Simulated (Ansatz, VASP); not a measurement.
TaBr4: VASP beside Ansatz

The input INCAR:

```
SYSTEM = TaBr4
PREC = Accurate
ENCUT = 520
EDIFF = 1E-6
ISMEAR = 0
SIGMA = 0.1
LREAL = .False.
LASPH = .True.
NELM = 80
ALGO = Normal
ISIF = 2
LWAVE = .False.
LCHARG = .True.
GGA = PE
LELF = .True.
LVHAR = .True.
NBANDS = 28
```

The input KPOINTS:

```
Automatic mesh
0
Gamma
  4 4 6
  0 0 0
```

Contents of POSCAR:

```
TaBr4
1.0
    4.8070219000     -5.6420129000      0.0000000000
    4.8070219000      5.6420129000      0.0000000000
    0.0000000000      0.0000000000      3.5488089000
Ta Br
1 4
Direct
    0.5000000000      0.5000000000      0.5000000000
    0.7189000000      0.2811000000      0.5000000000
    0.2962050000      0.2962050000      0.0000000000
    0.7037950000      0.7037950000      0.0000000000
    0.2811000000      0.7189000000      0.5000000000
```

Input for Ansatz:

```yaml
crystal:
  lattice:
    - [4.8070219, -5.6420129, 0.0]
    - [4.8070219, 5.6420129, 0.0]
    - [0.0, 0.0, 3.5488089]
  atoms:
    - { symbol: Ta, position: [0.5, 0.5, 0.5] }
    - { symbol: Br, position: [0.7189, 0.2811, 0.5] }
    - { symbol: Br, position: [0.296205, 0.296205, 0.0] }
    - { symbol: Br, position: [0.703795, 0.703795, 0.0] }
    - { symbol: Br, position: [0.2811, 0.7189, 0.5] }
basis:
  ecutwfc: 420
kpoints:
  mp_grid: { grid: [4, 4, 6] }
hamiltonian:
  xc: pbe
scf:
  occupations: { method: gaussian, width: 0.1 }
  lower_state_search: "off"
output:
  forces: true
  stress: true
  eigenvalues: true
```

Change from the starting cell: relaxed end of: species swapped into the FeCl4 type (Cmmm, No. 65).

Alike in both runs: task single point; functional PBE; k mesh 4 × 4 × 6; occupations gaussian, width 0.1 eV; no spin polarisation.

```csv
,VASP,Ansatz
version,VASP 6.6.1,Ansatz 0.2.0
potentials or method,"VASP PAW PBE potentials, release 64 (Ta_pv, Br), cutoff 520 eV","scalar-relativistic, plane waves, PAW"
valence electrons in the cell,39,41
```

Ansatz gave:

* gap on the k mesh at the Fermi level (eV): none
* pressure (GPa): 0.0
* traceless stress, the component that is largest in VASP (GPa): 0.05
* rms of the force components (eV/Å): 0.003

Question: What did VASP give for the same quantities?

Answer: gap on the k mesh at the Fermi level (eV): none; pressure (GPa): 0.0; traceless stress, the component that is largest in VASP (GPa): 0.05; rms of the force components (eV/Å): 0.004.

Atom by atom the forces differ by 0.005 eV/Å (rms over components). A gap of «none» marks a metal or a gap that the smearing closes. With one functional, cell and mesh, what is left measures potentials, basis and numerics. VASP's potentials hold 39 valence electrons a cell and Ansatz's 41, so a difference there can come from the potentials and not from the codes.

Spin-orbit coupling is off throughout.
